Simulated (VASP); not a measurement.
Ge:

```
Ge
1.0
    -0.10269    2.84766    2.84766
     2.84766   -0.10269    2.84766
     2.84766    2.84766   -0.10269
Ge
2
Cartesian
  -0.0131 -0.0131 -0.0131
  1.4113 1.4113 1.4113
```

This cell differs from its parent crystal: epitaxial 111 strain +4.0%.

Base run:

* Program: VASP 6.6.1
* Functional: PBE
* Potentials or basis: VASP PAW PBE potentials, release 64 (Ge_d)
* Cutoff: 520 eV
* k mesh: 8 × 8 × 8
* Occupations: fermi-dirac, width 0.02 eV
* Spin: no spin polarisation

Its results: band gap on the k mesh zero (band 14 reaches 4.20 eV, above the bottom of band 15 at 3.79 eV); pressure -0.9 GPa; largest force 0.058 eV/Å.

Question: The run is repeated on the same cell with these changes: functional from PBE to r2SCAN. What comes out?

Answer: Band gap on the k mesh zero (band 14 reaches 4.00 eV, above the bottom of band 15 at 3.79 eV); pressure -3.6 GPa; largest force 0.010 eV/Å.

Caveats: the PAW data sets were made with another functional, which shifts forces and pressure a little (some runs).
